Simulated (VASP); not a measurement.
# MgF2 (P4_2/mnm) in VASP: notebook

MgF2 is run at these levels: PBEsol; tasks: single point.

Everything below comes from runs of VASP 6.6.1. Logs are shortened: lines on timing, memory, paths and dates and some standing lists are left out, and cuts for length are marked.

## Step 1: The cell of the first run

It takes space group P4_2/mnm (No. 136, tetragonal). The conventional cell has a = 4.639 Å, b = 4.639 Å, c = 3.062 Å, α = 90.00°, β = 90.00°, γ = 90.00°. Mg (site symmetry mmm) has 6 F at 1.99 to 2.00 Å within 2.6 Å. F (site symmetry m2m) has 3 Mg at 1.99 to 2.00 Å and 1 F at 2.58 Å within 2.6 Å.

## Step 2: Single point, PBEsol

INCAR

```
SYSTEM = MgF2
PREC = Accurate ; ENCUT = 600
EDIFF = 1E-6 ; ISMEAR = 0
SIGMA = 0.02 ; LREAL = .FALSE.
LASPH = .TRUE. ; NELM = 120
ALGO = Normal ; ISIF = 2
LWAVE = .FALSE. ; LCHARG = .FALSE.
GGA = PS ; NBANDS = 25
GGA_COMPAT = .FALSE.
```

KPOINTS

```
Automatic mesh
0
G
  6 6 8
  0 0 0
```

POSCAR

```
MgF2
1.0
    4.6387877454      0.0000000000      0.0000000000
    0.0000000000      4.6387877454      0.0000000000
    0.0000000000      0.0000000000      3.0621929261
Mg F
2 4
Direct
    0.0000000000      0.0000000000      0.0000000000
    0.5000000000      0.5000000000      0.5000000000
    0.3033761543      0.3033761543      0.0000000000
    0.1966238457      0.8033761543      0.5000000000
    0.6966238457      0.6966238457      0.0000000000
    0.8033761543      0.1966238457      0.5000000000
```

Potentials or basis: VASP PAW PBE potentials, release 64 (Mg, F).

On the command line:

```sh
cat potpaw_PBE.64/Mg/POTCAR potpaw_PBE.64/F/POTCAR > POTCAR
mpirun -np 1 vasp_std > vasp.out
```

OUTCAR:

```text
SYSTEM = MgF2
   PREC = Accurate
   ENCUT = 600
   EDIFF = 1E-6
   ISMEAR = 0
   LREAL = .FALSE.
   LASPH = .TRUE.
   NELM = 120
   ISIF = 2
   GGA = PS

 ion  position               nearest neighbor table
   1  0.000  0.000  0.000-   3 1.99   5 1.99   4 2.00   6 2.00   4 2.00   6 2.00   2 3.62   2 3.62
                             2 3.62   2 3.62   2 3.62   2 3.62   2 3.62   2 3.62
   2  0.500  0.500  0.500-   4 1.99   6 1.99   5 2.00   3 2.00   3 2.00   5 2.00   1 3.62   1 3.62
                             1 3.62   1 3.62   1 3.62   1 3.62   1 3.62   1 3.62
   3  0.303  0.303  0.000-   1 1.99   2 2.00   2 2.00
   4  0.197  0.803  0.500-   2 1.99   1 2.00   1 2.00
   5  0.697  0.697  0.000-   1 1.99   2 2.00   2 2.00
   6  0.803  0.197  0.500-   2 1.99   1 2.00   1 2.00

  LATTYP: Found a simple tetragonal cell.
 ALAT       =     4.6387877454
 C/A-ratio  =     0.6601278382

  Lattice vectors:

 A1 = (   4.6387877454,   0.0000000000,   0.0000000000)
 A2 = (   0.0000000000,   4.6387877454,   0.0000000000)
 A3 = (   0.0000000000,   0.0000000000,   3.0621929261)

Analysis of symmetry for initial positions (statically):
=====================================================================
 Subroutine PRICEL returns:
 Original cell was already a primitive cell.

 Routine SETGRP: Setting up the symmetry group for a
 simple tetragonal supercell.

 Subroutine GETGRP returns: Found 16 space group operations
 (whereof  8 operations were pure point group operations)
 out of a pool of 16 trial point group operations.

The static configuration has the point symmetry D_2h.
 The point group associated with its full space group is D_4h.

Analysis of symmetry for dynamics (positions and initial velocities):
=====================================================================
 Subroutine PRICEL returns:
 Original cell was already a primitive cell.

 Routine SETGRP: Setting up the symmetry group for a
 simple tetragonal supercell.

 Subroutine GETGRP returns: Found 16 space group operations
 (whereof  8 operations were pure point group operations)
 out of a pool of 16 trial point group operations.

The dynamic configuration has the point symmetry D_2h.
 The point group associated with its full space group is D_4h.

 Subroutine INISYM returns: Found 16 space group operations
 (whereof  8 operations are pure point group operations),
 and found     1 'primitive' translations

[... 105 lines left out ...]
   NSW    =      0    number of steps for IOM
   IBRION =     -1    ionic relax: 0-MD 1-quasi-New 2-CG
   NFREE  =      0    steps in history (QN), initial steepest desc. (CG)
   ISIF   =      2    stress and relaxation
   ISYM   =      2    0-nonsym 1-usesym 2-fastsym
   POTIM  = 0.5000    time-step for ionic-motion
   TEBEG  =    0.0;   TEEND  =   0.0 temperature during run
   PSTRESS=    0.0 pullay stress
   NELECT =      32.0000    total number of electrons
   NUPDOWN=      -1.0000    fix difference up-down
   EMIN   =  10.00;   EMAX   =-10.00  energy-range for DOS
   EFERMI =   0.00;   METHOD = LEGACY
   ISMEAR =     0;   SIGMA  =   0.02  broadening in eV -4-tet -1-fermi 0-gaus
   EFERMI_NEDOS =   21; number of points for ismear=-14 and -15
   IALGO  =     38    algorithm
   IMIX   =      4    mixing-type and parameters
     AMIX     =   0.40;   BMIX     =  1.00
     AMIX_MAG =   1.60;   BMIX_MAG =  1.00
  volume/ion in A,a.u.               =      10.98        74.11
  Fermi-wavevector in a.u.,A,eV,Ry     =   1.286800  2.431699 22.529256  1.655854
  Thomas-Fermi vector in A             =   2.418852
   LORBIT       =      0    0 simple, 1 ext, 2 COOP (PROOUT), +10 PAW based schemes
   GGA     = PS    functional components
   LHFCALC =     F    Hartree Fock is set to
   AEXX    =    0.0000 exact exchange contribution
   IVDW    =     0    specifies the selected vdW correction
   LEPSILON=     F    determine dielectric tensor
   LRPA    =     F    only Hartree local field effects (RPA)
 non-spin polarized calculation
 Gauss-broadening in eV      SIGMA  =   0.02
  energy-cutoff  :      600.00
  volume of cell :       65.89
 maximum number of plane-waves:      2224
 NGX is ok and might be reduce to    40
   NGX = 19   NGY = 19   NGZ = 13

 number of electron      32.0000021 magnetization

 Free energy of the ion-electron system (eV)
  ---------------------------------------------------
  ext. energy  EPLUGINS =         0.00000000
  ---------------------------------------------------
  free energy    TOTEN  =       -32.61005545 eV

  energy without entropy =      -32.61005545  energy(sigma->0) =      -32.61005545

 E-fermi :  -1.2083     XC(G=0):  -9.9442

 val. band max:       -1.3629556268   @ k =   0.0000   0.0000   0.0000
 cond. band min:       5.5004332156   @ k =   0.0000   0.0000   0.0000
 fundamental gap:      6.8633888424
 Fermi energy:        -1.2082950603

 k-point     1 :       0.0000    0.0000    0.0000
  band No.  band energies     occupation
      1     -21.9778      2.00000
      2     -21.1700      2.00000
      3     -21.1700      2.00000
      4     -21.0817      2.00000
      5      -5.4576      2.00000
      6      -3.8627      2.00000
[... 661 lines left out ...]
     24      14.5377      0.00000
     25      16.0995      0.00000

 [... further k-points ...]

------------------------ aborting loop because EDIFF is reached ----------------------------------------

  FORCE on cell =-STRESS in cart. coord.  units (eV):
  Direction    XX          YY          ZZ          XY          YZ          ZX
  --------------------------------------------------------------------------------------
  -------------------------------------------------------------------------------------
  Total       -0.3842629     -0.3842629     -0.4086974      0.0000000      0.0000000      0.0000000
  in kB       -9.3432392     -9.3432392     -9.9373561      0.0000000      0.0000000      0.0000000
  external PRESSURE =      -9.5412782 kB  Pullay stress =       0.0000000 kB

 VOLUME and BASIS-vectors are now :
 -----------------------------------------------------------------------------
  energy-cutoff  :      600.00
  volume of cell :       65.89
      direct lattice vectors                 reciprocal lattice vectors
     4.638787745  0.000000000  0.000000000     0.215573563  0.000000000  0.000000000
     0.000000000  4.638787745  0.000000000     0.000000000  0.215573563  0.000000000
     0.000000000  0.000000000  3.062192926     0.000000000  0.000000000  0.326563356

 POSITION                                       TOTAL-FORCE (eV/Angst)
 -----------------------------------------------------------------------------------
      0.00000      0.00000      0.00000         0.000000      0.000000      0.000000
      2.31939      2.31939      1.53110         0.000000      0.000000      0.000000
      1.40730      1.40730      0.00000         0.001776      0.001776     -0.000000
      0.91210      3.72669      1.53110        -0.001776      0.001776     -0.000000
      3.23149      3.23149      0.00000        -0.001776     -0.001776      0.000000
      3.72669      0.91210      1.53110         0.001776     -0.001776      0.000000
 -----------------------------------------------------------------------------------
    total drift:                                0.000000     -0.000000      0.000000

  FREE ENERGIE OF THE ION-ELECTRON SYSTEM (eV)
  ---------------------------------------------------
  free  energy   TOTEN  =       -32.6100554451 eV

  energy  without entropy=      -32.6100554451  energy(sigma->0) =      -32.61005545
```

Wall time 75 s (1 thread of Oxide Virtual Turin-like, shared host); peak memory 0.2 GiB.

Results:

```yaml
Free_energy: -32.6101 eV
Pressure: -1.0 GPa
Band_gap_on_the_k_mesh: 6.86 eV
```

Forces in eV/Å, atoms in the order of the input:
```
Mg   0.000  0.000  0.000
Mg   0.000  0.000  0.000
F    0.002  0.002  0.000
F   -0.002  0.002  0.000
F   -0.002 -0.002  0.000
F    0.002 -0.002  0.000
```

Caveat: the PAW data sets were made with another functional, which shifts forces and pressure a little.

## Step 3: Single point, PBEsol (11.31 Å³/atom)

This run uses another cell than the first one, of 11.31 Å³/atom.

INCAR

```
SYSTEM = MgF2
PREC = Accurate
ENCUT = 600
EDIFF = 1E-6
ISMEAR = 0
SIGMA = 0.02
LREAL = .FALSE.
LASPH = .TRUE.
NELM = 120
ALGO = Normal
ISIF = 2
LWAVE = .FALSE.
LCHARG = .TRUE.
GGA = PS
LELF = .TRUE.
LVHAR = .TRUE.
NBANDS = 25
GGA_COMPAT = .FALSE.
```

KPOINTS

```
regular mesh
0
G
  6 6 8
  0 0 0
```

POSCAR

```
MgF2
1.0
    4.6886723341      0.0000000000      0.0000000000
    0.0000000000      4.6886723341      0.0000000000
    0.0000000000      0.0000000000      3.0873012543
Mg F
2 4
Direct
    0.0000000000      0.0000000000      0.0000000000
    0.5000000000      0.5000000000      0.5000000000
    0.3040321448      0.3040321448      0.0000000000
    0.1959678552      0.8040321448      0.5000000000
    0.6959678552      0.6959678552      0.0000000000
    0.8040321448      0.1959678552      0.5000000000
```

Potentials or basis: VASP PAW PBE potentials, release 64 (Mg, F).

On the command line:

```sh
cat potpaw_PBE.64/Mg/POTCAR potpaw_PBE.64/F/POTCAR > POTCAR
mpirun -np 1 vasp_std > vasp.out
```

OUTCAR:

```text
SYSTEM = MgF2
   PREC = Accurate
   ENCUT = 600
   EDIFF = 1E-6
   ISMEAR = 0
   LREAL = .FALSE.
   LASPH = .TRUE.
   NELM = 120
   ISIF = 2
   GGA = PS

 ion  position               nearest neighbor table
   1  0.000  0.000  0.000-   3 2.02   5 2.02   4 2.02   6 2.02   4 2.02   6 2.02   2 3.66   2 3.66
                             2 3.66   2 3.66   2 3.66   2 3.66   2 3.66   2 3.66
   2  0.500  0.500  0.500-   4 2.02   6 2.02   5 2.02   3 2.02   3 2.02   5 2.02   1 3.66   1 3.66
                             1 3.66   1 3.66   1 3.66   1 3.66   1 3.66   1 3.66
   3  0.304  0.304  0.000-   1 2.02   2 2.02   2 2.02
   4  0.196  0.804  0.500-   2 2.02   1 2.02   1 2.02
[... 885 lines left out ...]
  Total       -1.5235720     -1.5235720     -1.5867687     -0.0000000      0.0000000      0.0000000
  in kB      -35.9662200    -35.9662200    -37.4580734     -0.0000000      0.0000000      0.0000000
  external PRESSURE =     -36.4635045 kB  Pullay stress =       0.0000000 kB

 VOLUME and BASIS-vectors are now :
 -----------------------------------------------------------------------------
  energy-cutoff  :      600.00
  volume of cell :       67.87
      direct lattice vectors                 reciprocal lattice vectors
     4.688672334  0.000000000  0.000000000     0.213279992  0.000000000  0.000000000
     0.000000000  4.688672334  0.000000000     0.000000000  0.213279992  0.000000000
     0.000000000  0.000000000  3.087301254     0.000000000  0.000000000  0.323907490

 POSITION                                       TOTAL-FORCE (eV/Angst)
 -----------------------------------------------------------------------------------
      0.00000      0.00000      0.00000         0.000000      0.000000      0.000000
      2.34434      2.34434      1.54365         0.000000      0.000000      0.000000
      1.42551      1.42551      0.00000         0.001143      0.001143      0.000000
      0.91883      3.76984      1.54365        -0.001143      0.001143      0.000000
      3.26317      3.26317      0.00000        -0.001143     -0.001143     -0.000000
      3.76984      0.91883      1.54365         0.001143     -0.001143     -0.000000
 -----------------------------------------------------------------------------------
    total drift:                               -0.000000      0.000000     -0.000000

  FREE ENERGIE OF THE ION-ELECTRON SYSTEM (eV)
  ---------------------------------------------------
  free  energy   TOTEN  =       -32.5879634223 eV

  energy  without entropy=      -32.5879634223  energy(sigma->0) =      -32.58796342
```

Wall time 92 s (1 thread of Oxide Virtual Turin-like, shared host); peak memory 0.21 GiB.

Results:

- Free energy: -32.5880 eV
- Pressure: -3.6 GPa
- Band gap on the k mesh: 6.67 eV

Caveat: the cell stands under tension; the PAW data sets were made with another functional, which shifts forces and pressure a little. A k mesh can miss the band edges.

## Step 4: Single point, PBEsol (11.64 Å³/atom)

This run uses another cell than the first one, of 11.64 Å³/atom.

INCAR

```
PREC = Accurate
ENCUT = 600
EDIFF = 1E-6
ISMEAR = 0
SIGMA = 0.02
LREAL = F
LASPH = T
NELM = 120
ALGO = Normal
ISIF = 2
LWAVE = F
LCHARG = F
GGA = PS
NBANDS = 25
GGA_COMPAT = F
```

KPOINTS

```
regular mesh
0
Gamma
  6 6 8
```

POSCAR

```
MgF2
1.0
    4.7399917574      0.0000000000      0.0000000000
    0.0000000000      4.7399917574      0.0000000000
    0.0000000000      0.0000000000      3.1087961373
Mg F
2 4
Direct
    0.0000000000      0.0000000000      0.0000000000
    0.5000000000      0.5000000000      0.5000000000
    0.3047879110      0.3047879110      0.0000000000
    0.1952120890      0.8047879110      0.5000000000
    0.6952120890      0.6952120890      0.0000000000
    0.8047879110      0.1952120890      0.5000000000
```

Potentials or basis: VASP PAW PBE potentials, release 64 (Mg, F).

On the command line:

```sh
cat potpaw_PBE.64/Mg/POTCAR potpaw_PBE.64/F/POTCAR > POTCAR
mpirun -np 1 vasp_std > vasp.out
```

OUTCAR:

```text
PREC = Accurate
   ENCUT = 600
   EDIFF = 1E-6
   ISMEAR = 0
   LREAL = F
   LASPH = T
   NELM = 120
   ISIF = 2
   GGA = PS

 ion  position               nearest neighbor table
   1  0.000  0.000  0.000-   4 2.03   6 2.03   4 2.03   6 2.03   5 2.04   3 2.04
   2  0.500  0.500  0.500-   3 2.03   5 2.03   3 2.03   5 2.03   4 2.04   6 2.04
   3  0.305  0.305  0.000-   2 2.03   2 2.03   1 2.04
   4  0.195  0.805  0.500-   1 2.03   1 2.03   2 2.04
   5  0.695  0.695  0.000-   2 2.03   2 2.03   1 2.04
   6  0.805  0.195  0.500-   1 2.03   1 2.03   2 2.04

  LATTYP: Found a simple tetragonal cell.
[... 880 lines left out ...]
  -------------------------------------------------------------------------------------
  Total       -2.5374747     -2.5374747     -2.6013954     -0.0000000      0.0000000      0.0000000
  in kB      -58.2056145    -58.2056145    -59.6718554     -0.0000000      0.0000000      0.0000000
  external PRESSURE =     -58.6943615 kB  Pullay stress =       0.0000000 kB

 VOLUME and BASIS-vectors are now :
 -----------------------------------------------------------------------------
  energy-cutoff  :      600.00
  volume of cell :       69.85
      direct lattice vectors                 reciprocal lattice vectors
     4.739991757  0.000000000  0.000000000     0.210970831  0.000000000  0.000000000
     0.000000000  4.739991757  0.000000000     0.000000000  0.210970831  0.000000000
     0.000000000  0.000000000  3.108796137     0.000000000  0.000000000  0.321667924

 POSITION                                       TOTAL-FORCE (eV/Angst)
 -----------------------------------------------------------------------------------
      0.00000      0.00000      0.00000         0.000000     -0.000000      0.000000
      2.37000      2.37000      1.55440         0.000000     -0.000000      0.000000
      1.44469      1.44469      0.00000         0.002069      0.002069     -0.000000
      0.92530      3.81469      1.55440        -0.002069      0.002069     -0.000000
      3.29530      3.29530      0.00000        -0.002069     -0.002069      0.000000
      3.81469      0.92530      1.55440         0.002069     -0.002069      0.000000
 -----------------------------------------------------------------------------------
    total drift:                                0.000000     -0.000000     -0.000000

  FREE ENERGIE OF THE ION-ELECTRON SYSTEM (eV)
  ---------------------------------------------------
  free  energy   TOTEN  =       -32.5355007659 eV

  energy  without entropy=      -32.5355007659  energy(sigma->0) =      -32.53550077
```

OSZICAR:

```text
N       E                     dE             d eps       ncg     rms          rms(c)
DAV:   1     0.188917935415E+03    0.18892E+03   -0.18889E+04  2572   0.134E+03
DAV:   2    -0.248433396398E+02   -0.21376E+03   -0.20540E+03  3117   0.298E+02
DAV:   3    -0.346555385116E+02   -0.98122E+01   -0.97791E+01  3128   0.622E+01
DAV:   4    -0.347119841200E+02   -0.56446E-01   -0.56438E-01  2793   0.537E+00
DAV:   5    -0.347122734436E+02   -0.28932E-03   -0.28932E-03  3087   0.378E-01    0.896E+00
DAV:   6    -0.325291673702E+02    0.21831E+01   -0.67956E+00  2760   0.184E+01    0.305E+00
DAV:   7    -0.325213967845E+02    0.77706E-02   -0.62266E-02  2631   0.173E+00    0.188E+00
DAV:   8    -0.325349556129E+02   -0.13559E-01   -0.54340E-02  2663   0.229E+00    0.207E-01
DAV:   9    -0.325350963646E+02   -0.14075E-03   -0.14867E-03  3163   0.271E-01    0.778E-02
DAV:  10    -0.325354980329E+02   -0.40167E-03   -0.27188E-04  2671   0.123E-01    0.990E-03
DAV:  11    -0.325354998662E+02   -0.18333E-05   -0.54904E-06  3063   0.189E-02    0.302E-03
DAV:  12    -0.325355008809E+02   -0.10148E-05   -0.21189E-06  2412   0.100E-02    0.234E-03
DAV:  13    -0.325355007659E+02    0.11507E-06   -0.25409E-07  1455   0.388E-03
   1 F= -.32535501E+02 E0= -.32535501E+02  d E =-.319473E-16
```

stdout:

```text
POSCAR found type information on POSCAR MgF
 POSCAR found :  2 types and       6 ions
 scaLAPACK will be used
 -----------------------------------------------------------------------------
|                                                                             |
|                                                                             |
|     You enforced a specific xc type in the INCAR file but a different       |
|     I HOPE YOU KNOW WHAT YOU ARE DOING!                                     |
|                                                                             |
 -----------------------------------------------------------------------------

 LDA part: xc-table for (Slater+PW92), standard interpolation
 POSCAR, INCAR and KPOINTS ok, starting setup
 FFT: planning ... GRIDC
 FFT: planning ... GRID_SOFT
 FFT: planning ... GRID
 WAVECAR not read
 entering main loop
```

It took 1.7 min on 1 thread of Oxide Virtual Turin-like, shared host; peak memory 0.21 GiB.

What came out:

- Free energy: -32.5355 eV
- Pressure: -5.9 GPa
- Band gap on the k mesh: 6.50 eV

Forces in eV/Å, atoms in the order of the input:
```
Mg   0.000  0.000  0.000
Mg   0.000  0.000  0.000
F    0.002  0.002  0.000
F   -0.002  0.002  0.000
F   -0.002 -0.002  0.000
F    0.002 -0.002  0.000
```

Levels at points of the mesh, in eV from the valence-band top:
```tsv
k point	band 14	band 15	band 16	band 17	band 18	band 19
(0.00, 0.00, 0.00)	-0.31	-0.31	0.00	6.50	11.63	11.63
(0.50, 0.00, 0.00)	-0.94	-0.36	-0.36	8.84	8.84	12.84
(0.50, 0.50, 0.00)	-0.88	-0.71	-0.71	10.39	10.39	10.67
(0.00, 0.00, 0.50)	-1.02	-0.79	-0.79	11.15	11.15	14.30
(0.50, 0.00, 0.50)	-0.69	-0.61	-0.61	12.07	12.07	12.66
(0.50, 0.50, 0.50)	-0.55	-0.47	-0.47	12.46	12.46	12.75
```

Caveat: the cell stands under tension; the PAW data sets were made with another functional, which shifts forces and pressure a little.

## Step 5: The runs side by side

| cell | gap on the mesh (eV) | pressure (GPa) |
| --- | --- | --- |
| a = 4.639, b = 4.639, c = 3.062 Å, 6 atoms, atomic positions A | 6.86 | -1.0 |
| a = 4.689, b = 4.689, c = 3.087 Å, 6 atoms, atomic positions B | 6.67 | -3.6 |
| a = 4.740, b = 4.740, c = 3.109 Å, 6 atoms, atomic positions C | 6.50 | -5.9 |

Alike in all rows: task single point; level PBEsol; potentials or basis VASP PAW PBE potentials, release 64 (Mg, F); no spin polarisation; k mesh 6 × 6 × 8; cutoff (eV) 600; smearing gaussian 0.02 eV.

Caveats: the PAW data sets were made with another functional, which shifts forces and pressure a little; the cell stands under tension (at least some runs).

Absolute energies hang on the potentials; compare differences alone.
